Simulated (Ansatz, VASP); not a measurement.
## One calculation of Ca, two programs

POSCAR

```
Ca
1.0
   -2.2400000000      2.2400000000      2.3296000000
    2.2400000000     -2.2400000000      2.3296000000
    2.2400000000      2.2400000000     -2.3296000000
Ca
1
Direct
    0.0000000000      0.0000000000      0.0000000000
```

File INCAR.step1:

```
SYSTEM = Ca
ALGO = Normal ; EDIFF = 1E-4
ENCUT = 520 ; GGA = PE
ISMEAR = 0 ; LASPH = .TRUE.
LCHARG = .FALSE. ; LREAL = .FALSE.
LWAVE = .TRUE. ; NBANDS = 11
NELM = 100 ; PREC = Accurate
SIGMA = 0.15
```

INCAR.step2

```
SYSTEM = Ca
ALGO = Normal ; EDIFF = 1E-7
ENCUT = 520 ; ISIF = 2
ISMEAR = 0 ; ISTART = 1
LASPH = .TRUE. ; LCHARG = .FALSE.
LMIXTAU = .TRUE. ; LREAL = .FALSE.
LWAVE = .FALSE. ; METAGGA = R2SCAN
NBANDS = 11 ; NELM = 100
PREC = Accurate ; SIGMA = 0.15
```

Contents of KPOINTS:

```
k-points
0
G
  16 16 16
  0 0 0
```

Input for Ansatz:

```yaml
crystal:
  lattice:
    - [-2.24, 2.24, 2.3296]
    - [2.24, -2.24, 2.3296]
    - [2.24, 2.24, -2.3296]
  atoms:
    - { symbol: Ca, position: [0.0, 0.0, 0.0] }
basis:
  ecutwfc: 500
kpoints:
  mp_grid: { grid: [16, 16, 16] }
hamiltonian:
  xc: r2scan
scf:
  occupations: { method: gaussian, width: 0.15 }
output:
  forces: true
  stress: true
  eigenvalues: true
```

Change from the starting cell: strain +0.0400 x Voigt [0, 0, 1, 0, 0, 0], atoms carried along.

Alike in both runs: task single point; functional r2SCAN; k mesh 16 × 16 × 16; occupations gaussian, width 0.15 eV; no spin polarisation.

```csv
,VASP,Ansatz
version,VASP 6.6.1,Ansatz 0.2.0
potentials or method,"VASP PAW PBE potentials, release 64 (Ca_sv), cutoff 520 eV","scalar-relativistic, plane waves, PAW"
valence electrons in the cell,10,10
```

```tsv
	VASP	Ansatz	Ansatz less VASP
gap on the k mesh at the Fermi level (eV)	none	none	-
pressure (GPa)	-1.2	-1.2	-0.04
```

VASP's potentials were made for PBE, not for r2SCAN. A gap of «none» marks a metal or a gap that the smearing closes. The functional is the same, so the differences come from potentials, cutoffs and numerics.
